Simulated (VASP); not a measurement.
A run of VASP 6.6.1:

Contents of INCAR:

```
PREC = Accurate
ENCUT = 520
EDIFF = 1E-6
ISMEAR = 0
SIGMA = 0.1
LREAL = Auto
LASPH = True
NELM = 100
ALGO = Normal
ISIF = 2
LWAVE = False
LCHARG = False
GGA = CA
NBANDS = 79
```

The input KPOINTS:

```
regular mesh
0
Gamma
  6 6 6
```

File POSCAR:

```
LaPd3S4
1.0
    6.6275319688      0.0000000000      0.0000000000
    0.0000000000      6.6275319688      0.0000000000
    0.0000000000      0.0000000000      6.6275319688
La Pd S
2 6 8
Direct
    0.5000000000      0.5000000000      0.5000000000
    0.0000000000      0.0000000000      0.0000000000
    0.7500000000      0.0000000000      0.5000000000
    0.5000000000      0.7500000000      0.0000000000
    0.0000000000      0.5000000000      0.7500000000
    0.0000000000      0.5000000000      0.2500000000
    0.2500000000      0.0000000000      0.5000000000
    0.5000000000      0.2500000000      0.0000000000
    0.7500000000      0.2500000000      0.2500000000
    0.2500000000      0.2500000000      0.7500000000
    0.2500000000      0.7500000000      0.2500000000
    0.7500000000      0.7500000000      0.7500000000
    0.2500000000      0.7500000000      0.7500000000
    0.7500000000      0.7500000000      0.2500000000
    0.2500000000      0.2500000000      0.2500000000
    0.7500000000      0.2500000000      0.7500000000
```

Potentials or basis: VASP PAW LDA potentials, release 64 (La, Pd, S).

The run is started by

```sh
$ cat potpaw_LDA.64/La/POTCAR potpaw_LDA.64/Pd/POTCAR potpaw_LDA.64/S/POTCAR > POTCAR
$ mpirun -np 1 vasp_std > vasp.out
```

Hardware: 1 thread of AMD EPYC 9R45 96-Core Processor (Zen 5), with other jobs on the host.

Problem. How long does it take, and how much memory?

Solution. Wall time 10 min on 1 thread of AMD EPYC 9R45 96-Core Processor (Zen 5) (shared host), peak memory 0.42 GiB. Counts: scf iterations 17, k points 20.
